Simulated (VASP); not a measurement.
# CsSnBr3 (Pm-3m) in VASP: a series of runs

Runs on CsSnBr3. Level: PBEsol. Tasks: single point, relaxation of cell and atoms.

Program: VASP 6.6.1. These are calculated values, not measurements. Logs are shortened: lines on timing, memory, paths and dates and some standing lists are left out, and cuts for length are marked.

### Step 1. The cell of the first run

Symmetry: Pm-3m, No. 221, cubic system. The conventional cell has a = 5.859 Å, b = 5.859 Å, c = 5.859 Å, α = 90.00°, β = 90.00°, γ = 90.00°. Within 5.4 Å of Cs (site symmetry m-3m) lie 12 Br at 4.14 Å and 8 Sn at 5.07 Å. Within 3.9 Å of Sn (site symmetry m-3m) lie 6 Br at 2.93 Å. Within 3.9 Å of Br (site symmetry 4/mmm) lie 2 Sn at 2.93 Å.

### Step 2. Single point, PBEsol

The input, INCAR:

```
PREC = Accurate
ENCUT = 500
EDIFF = 1E-6
ISMEAR = 0
SIGMA = 0.01
LREAL = F
LASPH = T
NELM = 120
ALGO = Normal
ISIF = 2
LWAVE = F
LCHARG = T
GGA = PS
LELF = T
LVHAR = T
NBANDS = 30
GGA_COMPAT = F
```

The input, KPOINTS:

```
Automatic mesh
0
Gamma
  6 6 6
```

The input, POSCAR:

```
CsSnBr3
1.0
    5.8594052132      0.0000000000      0.0000000000
    0.0000000000      5.8594052132      0.0000000000
    0.0000000000      0.0000000000      5.8594052132
Cs Sn Br
1 1 3
Direct
    0.0000000000      0.0000000000      0.0000000000
    0.5000000000      0.5000000000      0.5000000000
    0.5000000000      0.0000000000      0.5000000000
    0.5000000000      0.5000000000      0.0000000000
    0.0000000000      0.5000000000      0.5000000000
```

Potentials or basis: VASP PAW PBE potentials, release 64 (Cs_sv, Sn_d, Br).

Started as:

```sh
> cat potpaw_PBE.64/Cs_sv/POTCAR potpaw_PBE.64/Sn_d/POTCAR potpaw_PBE.64/Br/POTCAR > POTCAR
> mpirun -np 1 vasp_std > vasp.out
```

OUTCAR:

```text
PREC = Accurate
   ENCUT = 500
   EDIFF = 1E-6
   ISMEAR = 0
   LREAL = F
   LASPH = T
   NELM = 120
   ISIF = 2
   GGA = PS

 ion  position               nearest neighbor table
   1  0.000  0.000  0.000-
   2  0.500  0.500  0.500-   3 2.93   4 2.93   5 2.93   4 2.93   3 2.93   5 2.93
   3  0.500  0.000  0.500-   2 2.93   2 2.93
   4  0.500  0.500  0.000-   2 2.93   2 2.93
   5  0.000  0.500  0.500-   2 2.93   2 2.93

  LATTYP: Found a simple cubic cell.
 ALAT       =     5.8594052132

  Lattice vectors:

 A1 = (   5.8594052132,   0.0000000000,   0.0000000000)
 A2 = (   0.0000000000,   5.8594052132,   0.0000000000)
 A3 = (   0.0000000000,   0.0000000000,   5.8594052132)

Analysis of symmetry for initial positions (statically):
=====================================================================
 Subroutine PRICEL returns:
 Original cell was already a primitive cell.

 Routine SETGRP: Setting up the symmetry group for a
 simple cubic supercell.

 Subroutine GETGRP returns: Found 48 space group operations
 (whereof 48 operations were pure point group operations)
 out of a pool of 48 trial point group operations.

The static configuration has the point symmetry O_h .

Analysis of symmetry for dynamics (positions and initial velocities):
=====================================================================
 Subroutine PRICEL returns:
 Original cell was already a primitive cell.

 Routine SETGRP: Setting up the symmetry group for a
 simple cubic supercell.

 Subroutine GETGRP returns: Found 48 space group operations
 (whereof 48 operations were pure point group operations)
 out of a pool of 48 trial point group operations.

The dynamic configuration has the point symmetry O_h .

 Subroutine INISYM returns: Found 48 space group operations
 (whereof 48 operations are pure point group operations),
 and found     1 'primitive' translations

----------------------------------------------------------------------------------------

                                     Primitive cell

  volume of cell :     201.1688

  direct lattice vectors                    reciprocal lattice vectors
     5.859405213  0.000000000  0.000000000     0.170665787  0.000000000  0.000000000
[... 83 lines left out ...]
   LSORBIT =      F    spin-orbit coupling
   LASPH  =      T    aspherical Exc in radial PAW
   ENCUT  =  500.0 eV  36.75 Ry    6.06 a.u.  10.68 10.68 10.68*2*pi/ulx,y,z
   NELM   =    120;   NELMIN=  2; NELMDL= -5     # of ELM steps
   EDIFF  = 0.1E-05   stopping-criterion for ELM
   LREAL  =      F    real-space projection
   EDIFFG = 0.1E-04   stopping-criterion for IOM
   NSW    =      0    number of steps for IOM
   IBRION =     -1    ionic relax: 0-MD 1-quasi-New 2-CG
   NFREE  =      0    steps in history (QN), initial steepest desc. (CG)
   ISIF   =      2    stress and relaxation
   ISYM   =      2    0-nonsym 1-usesym 2-fastsym
   POTIM  = 0.5000    time-step for ionic-motion
   TEBEG  =    0.0;   TEEND  =   0.0 temperature during run
   PSTRESS=    0.0 pullay stress
   NELECT =      44.0000    total number of electrons
   NUPDOWN=      -1.0000    fix difference up-down
   EMIN   =  10.00;   EMAX   =-10.00  energy-range for DOS
   EFERMI =   0.00;   METHOD = LEGACY
   ISMEAR =     0;   SIGMA  =   0.01  broadening in eV -4-tet -1-fermi 0-gaus
   EFERMI_NEDOS =   21; number of points for ismear=-14 and -15
   IALGO  =     38    algorithm
   IMIX   =      4    mixing-type and parameters
     AMIX     =   0.40;   BMIX     =  1.00
     AMIX_MAG =   1.60;   BMIX_MAG =  1.00
  volume/ion in A,a.u.               =      40.23       271.51
  Fermi-wavevector in a.u.,A,eV,Ry     =   0.986368  1.863965 13.237398  0.972921
  Thomas-Fermi vector in A             =   2.117743
   LORBIT       =      0    0 simple, 1 ext, 2 COOP (PROOUT), +10 PAW based schemes
   GGA     = PS    functional components
   LHFCALC =     F    Hartree Fock is set to
   AEXX    =    0.0000 exact exchange contribution
   IVDW    =     0    specifies the selected vdW correction
   LEPSILON=     F    determine dielectric tensor
   LRPA    =     F    only Hartree local field effects (RPA)
 non-spin polarized calculation
 Gauss-broadening in eV      SIGMA  =   0.01
  energy-cutoff  :      500.00
  volume of cell :      201.17
 maximum number of plane-waves:      5137
 NGX is ok and might be reduce to    48
   NGX = 21   NGY = 21   NGZ = 21

 number of electron      44.0000002 magnetization

 Free energy of the ion-electron system (eV)
  ---------------------------------------------------
  ext. energy  EPLUGINS =         0.00000000
  ---------------------------------------------------
  free energy    TOTEN  =       -16.77906312 eV

  energy without entropy =      -16.77906312  energy(sigma->0) =      -16.77906312

 E-fermi :   2.0435     XC(G=0):  -7.7914

 val. band max:        1.9127958887   @ k =   0.5000   0.5000   0.5000
 cond. band min:       2.3874514895   @ k =   0.5000   0.5000   0.5000
 fundamental gap:      0.4746556008
 Fermi energy:         2.0434997964

 k-point     1 :       0.0000    0.0000    0.0000
  band No.  band energies     occupation
      1     -20.2450      2.00000
      2     -20.1230      2.00000
      3     -20.1230      2.00000
      4     -20.0958      2.00000
      5     -20.0958      2.00000
      6     -20.0958      2.00000
[... 649 lines left out ...]
     29       6.2818      0.00000
     30       7.5919      0.00000

------------------------ aborting loop because EDIFF is reached ----------------------------------------

  FORCE on cell =-STRESS in cart. coord.  units (eV):
  Direction    XX          YY          ZZ          XY          YZ          ZX
  --------------------------------------------------------------------------------------
  -------------------------------------------------------------------------------------
  Total       -1.2252924     -1.2252924     -1.2252924      0.0000000      0.0000000     -0.0000000
  in kB       -9.7586497     -9.7586497     -9.7586497      0.0000000      0.0000000     -0.0000000
  external PRESSURE =      -9.7586497 kB  Pullay stress =       0.0000000 kB

 VOLUME and BASIS-vectors are now :
 -----------------------------------------------------------------------------
  energy-cutoff  :      500.00
  volume of cell :      201.17
      direct lattice vectors                 reciprocal lattice vectors
     5.859405213  0.000000000  0.000000000     0.170665787  0.000000000  0.000000000
     0.000000000  5.859405213  0.000000000     0.000000000  0.170665787  0.000000000
     0.000000000  0.000000000  5.859405213     0.000000000  0.000000000  0.170665787

 POSITION                                       TOTAL-FORCE (eV/Angst)
 -----------------------------------------------------------------------------------
      0.00000      0.00000      0.00000         0.000000      0.000000      0.000000
      2.92970      2.92970      2.92970         0.000000      0.000000      0.000000
      2.92970      0.00000      2.92970         0.000000      0.000000      0.000000
      2.92970      2.92970      0.00000         0.000000      0.000000      0.000000
      0.00000      2.92970      2.92970         0.000000      0.000000      0.000000
 -----------------------------------------------------------------------------------
    total drift:                                0.000000     -0.000000     -0.000000

  FREE ENERGIE OF THE ION-ELECTRON SYSTEM (eV)
  ---------------------------------------------------
  free  energy   TOTEN  =       -16.7790631191 eV

  energy  without entropy=      -16.7790631191  energy(sigma->0) =      -16.77906312
```

OSZICAR:

```text
N       E                     dE             d eps       ncg     rms          rms(c)
DAV:   1     0.373940259141E+03    0.37394E+03   -0.18704E+04  1200   0.136E+03
DAV:   2     0.339235666288E+02   -0.34002E+03   -0.32400E+03  1374   0.304E+02
DAV:   3    -0.152423055623E+02   -0.49166E+02   -0.48573E+02  1412   0.124E+02
DAV:   4    -0.171969536750E+02   -0.19546E+01   -0.19447E+01  1492   0.296E+01
DAV:   5    -0.172381235365E+02   -0.41170E-01   -0.41152E-01  1468   0.415E+00    0.514E+00
DAV:   6    -0.168086906601E+02    0.42943E+00   -0.69821E-01  1730   0.467E+00    0.284E+00
DAV:   7    -0.167733651038E+02    0.35326E-01   -0.30451E-01  1588   0.245E+00    0.959E-01
DAV:   8    -0.167784178964E+02   -0.50528E-02   -0.37455E-02  1452   0.130E+00    0.163E-01
DAV:   9    -0.167786900412E+02   -0.27214E-03   -0.31428E-03  1698   0.388E-01    0.795E-02
DAV:  10    -0.167790207547E+02   -0.33071E-03   -0.61469E-04  1444   0.115E-01    0.417E-02
DAV:  11    -0.167790593942E+02   -0.38640E-04   -0.15836E-04  1562   0.828E-02    0.112E-02
DAV:  12    -0.167790630007E+02   -0.36065E-05   -0.20513E-05  1510   0.248E-02    0.987E-03
DAV:  13    -0.167790631191E+02   -0.11847E-06   -0.84555E-07  1038   0.538E-03
   1 F= -.16779063E+02 E0= -.16779063E+02  d E =-.167581E-78
```

Wall time 3.2 min (1 thread of Intel Xeon 8259CL, shared host); peak memory 0.38 GiB.

Results:

```yaml
Free_energy: -16.7791 eV
Pressure: -1.0 GPa
Band_gap_on_the_k_mesh: 0.47 eV
```

Caveat: the PAW data sets were made with another functional, which shifts forces and pressure a little; spin-orbit coupling is left out, which moves the levels of the heavy elements. A k mesh can miss the band edges.

### Step 3. Relaxation of cell and atoms, PBEsol, target pressure 4 GPa, at which the enthalpy is minimised

This run uses another cell than the first one, of 33.95 Å³/atom.

The input, INCAR:

```
  PREC = Accurate
  ENCUT = 500
  EDIFF = 1E-7
  ISMEAR = 0
  SIGMA = 0.1
  LREAL = False
  LASPH = True
  NELM = 120
  ALGO = Normal
  ISIF = 3
  LWAVE = False
  LCHARG = False
  GGA = PS
  IBRION = 2
  NSW = 70
  EDIFFG = -0.008
  PSTRESS = 40.0
  GGA_COMPAT = False
  NELMIN = 4
```

KPOINTS is that of step 2.

Edit POSCAR of step 2 so:

```diff
@@ -2,5 +2,5 @@
 1.0
-    5.8594052132      0.0000000000      0.0000000000
-    0.0000000000      5.8594052132      0.0000000000
-    0.0000000000      0.0000000000      5.8594052132
+    5.5371359811      0.0000000000      0.0000000000
+    0.0000000000      5.5371359811      0.0000000000
+    0.0000000000      0.0000000000      5.5371359811
 Cs Sn Br
```

Potentials or basis: VASP PAW PBE potentials, release 64 (Cs_sv, Sn_d, Br).

Started as:

```sh
> cat potpaw_PBE.64/Cs_sv/POTCAR potpaw_PBE.64/Sn_d/POTCAR potpaw_PBE.64/Br/POTCAR > POTCAR
> mpirun -np 1 vasp_std > vasp.out
```

It took 4.7 min on 1 thread of Intel Xeon 8259CL, shared host; peak memory 0.3 GiB.

It converged, with:

```
Free energy                                                : -16.5445 eV
Relaxed volume                                             : 33.57 Å³/atom
Relaxed cell                                               : a = 5.516 Å, b = 5.516 Å, c = 5.516 Å, α = 90.00°, β = 90.00°, γ = 90.00°
Space group after relaxing (to 0.1 Å)                      : Pm-3m (No. 221)
Energy change on relaxing (the run minimises the enthalpy) : +8.9 meV/atom
Ionic steps                                                : 3
Pressure after relaxing                                    : 4.0 GPa
Band gap on the k mesh                                     : zero (filled and empty bands touch)
```

Step by step:
| step | energy change (eV) | largest force (eV/Å) | pressure (GPa) | volume (Å³) |
| --- | --- | --- | --- | --- |
| 1 | 0.0000 | 0.0000 | 3.56 | 169.77 |
| 2 | 0.0541 | 0.0000 | 4.09 | 167.50 |
| 3 | 0.0447 | 0.0000 | 4.00 | 167.87 |

Final structure:
```cif
data_structure
_symmetry_space_group_name_H-M 'P 1'
_symmetry_Int_Tables_number 1
_cell_length_a 5.5164
_cell_length_b 5.5164
_cell_length_c 5.5164
_cell_angle_alpha 90.000
_cell_angle_beta 90.000
_cell_angle_gamma 90.000
_cell_volume 167.87
loop_
_atom_site_label
_atom_site_type_symbol
_atom_site_fract_x
_atom_site_fract_y
_atom_site_fract_z
_atom_site_occupancy
Cs1 Cs 0.00000 0.00000 0.00000 1
Sn1 Sn 0.50000 0.50000 0.50000 1
Br1 Br 0.50000 0.00000 0.50000 1
Br2 Br 0.50000 0.50000 0.00000 1
Br3 Br 0.00000 0.50000 0.50000 1
```

Levels at points of the mesh, in eV from the Fermi level:
```
           k point  band 18  band 19  band 20  band 21  band 22  band 23  band 24  band 25  band 26
(0.00, 0.00, 0.00)    -3.92    -3.92    -3.67    -3.67    -3.67     1.60     2.29     2.29     2.97
(0.50, 0.00, 0.00)    -4.14    -4.14    -3.89    -3.89    -2.11     1.35     3.24     3.68     3.79
(0.50, 0.50, 0.00)    -4.27    -4.27    -4.10    -3.25    -0.72     0.75     0.75     3.84     4.01
(0.50, 0.50, 0.50)    -4.09    -3.23    -3.23    -3.23     0.03     0.03     0.03     0.66     3.04
```

Caveat: the cell is relaxed towards a set pressure, so the run minimises the enthalpy, not the energy; the PAW data sets were made with another functional, which shifts forces and pressure a little; spin-orbit coupling is left out, which moves the levels of the heavy elements.
